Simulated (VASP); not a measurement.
Runs of VASP 6.6.1 on I. The structure is that of space group Im-3m (No. 229), or close to it. The cells are those of the table. 

```tsv
task	cell	cutoff (eV)	k mesh for the DOS	occupations for the DOS	gap on the mesh (eV)	pressure (GPa)
single point	a = 3.418 Å, angles 109.5°, 1 atom	520	-	-	none	(a)
single point	a = 2.658 Å, angles 109.5°, 1 atom	520	-	-	none	200.0
single point	a = 3.547 Å, angles 109.5°, 1 atom	520	-	-	none	(b)
relaxation of cell and atoms	relaxed from a = 3.535 Å, angles 109.5°, 1 atom	600	-	-	none	0.0
single point	a = 2.956 Å, angles 109.5°, 1 atom	520	-	-	none	63.0
single point	a = 3.125 Å, angles 109.5°, 1 atom	520	-	-	none	29.9
single point	a = 3.278 Å, angles 109.5°, 1 atom	520	-	-	none	13.8
single point	a = 3.608 Å, angles 109.5°, 1 atom	520	-	-	none	0.0
```

Alike in all rows: level PBE; potentials or basis VASP PAW PBE potentials, release 64 (I); no spin polarisation; k mesh 13 × 13 × 13; smearing fermi-dirac 0.1 eV.

**Question.** Fill in the values left out.

**Answer.** (a) 5.6; (b) 1.3.

Caveats: spin-orbit coupling is left out, which moves the levels of the heavy elements; an odd number of electrons without spin polarisation forces a metal; a magnetic or distorted state may lie lower.

A k mesh can miss the band edges, and the runs leave out spin-orbit coupling on I.

A gap of «none» marks levels without a gap at the run's occupations.
